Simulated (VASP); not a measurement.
Input of a VASP 6.6.1 run:

INCAR

```
ALGO = Normal ; EDIFF = 1E-6
EDIFFG = -0.02 ; ENCUT = 600
GGA = PE ; IBRION = 2
ISIF = 3 ; ISMEAR = -1
LASPH = T ; LCHARG = F
LREAL = F ; LWAVE = F
NELM = 80 ; NSW = 80
PREC = Accurate ; SIGMA = 0.1
```

Contents of KPOINTS:

```
k-points
0
Gamma
  10 10 6
```

Contents of POSCAR:

```
Ru
1.0
    2.7058000000      0.0000000000      0.0000000000
   -1.3529000000      2.3432915400      0.0000000000
    0.0000000000      0.0000000000      4.2819000000
Ru
2
Direct
    0.3333333300      0.6666666700      0.2500000000
    0.6666666700      0.3333333300      0.7500000000
```

Potentials or basis: VASP PAW PBE potentials, release 64 (Ru_pv).

Run with:

```sh
$ cat potpaw_PBE.64/Ru_pv/POTCAR > POTCAR
$ mpirun -np 1 vasp_std > vasp.out
```

Problem. What does it give for the band gap on the k mesh?

Solution. Zero (bands 14 and 15 overlap by 3.13 eV).

Problem. Estimate the space group after relaxing (to 0.1 Å).

Solution. P6_3/mmc (No. 194).

Step by step:
```
step  energy change (eV)  largest force (eV/Å)  pressure (GPa)  volume (Å³)
   1              0.0000                0.0000            4.76        27.15
   2              0.0401                0.0000          -11.97        28.76
   3             -0.0069                0.0000           -0.36        27.59
   4             -0.0069                0.0000           -0.28        27.58
   5             -0.0071                0.0000            0.23        27.54
   6             -0.0073                0.0000            0.02        27.55
```

PBE usually gives volumes a little too large and moduli too small. Zero-point motion and thermal expansion aren't in these numbers.
